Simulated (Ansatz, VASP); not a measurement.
## One calculation of GaCuP, two programs

```
Ga Cu P
1.0
     3.43528    0.00000    0.00000
     0.00000    3.43528    0.00000
     0.00000    0.00000    4.62765
Ga Cu P
1 1 1
Direct
  0.00000 0.00000 0.50000
  0.50000 0.50000 0.50000
  0.50000 0.50000 0.00000
```

Alike in both runs: task relaxation of cell and atoms; functional PBE; k mesh 6 × 6 × 4; occupations gaussian, width 0.1 eV; no spin polarisation.

|  | VASP | Ansatz |
| --- | --- | --- |
| version | VASP 6.6.1 | Ansatz 0.2.0 |
| potentials or method | VASP PAW PBE potentials, release 64 (Ga_d, Cu, P), cutoff 600 eV | scalar-relativistic, plane waves, PAW |
| valence electrons in the cell | 29 | 37 |

|  | VASP | Ansatz | Ansatz less VASP |
| --- | --- | --- | --- |
| gap on the k mesh at the Fermi level, each at its own relaxed structure (eV) | none | none | - |
| relaxed volume (Å³/atom) | 18.83 | 18.77 | -0.061 |
| relaxed cell length with the largest relative difference (Å) | 4.384 | 4.376 | -0.0086 |

A gap of «none» marks a metal or a gap that the smearing closes. VASP's potentials hold 29 valence electrons a cell and Ansatz's 37, so a difference there can come from the potentials and not from the codes.
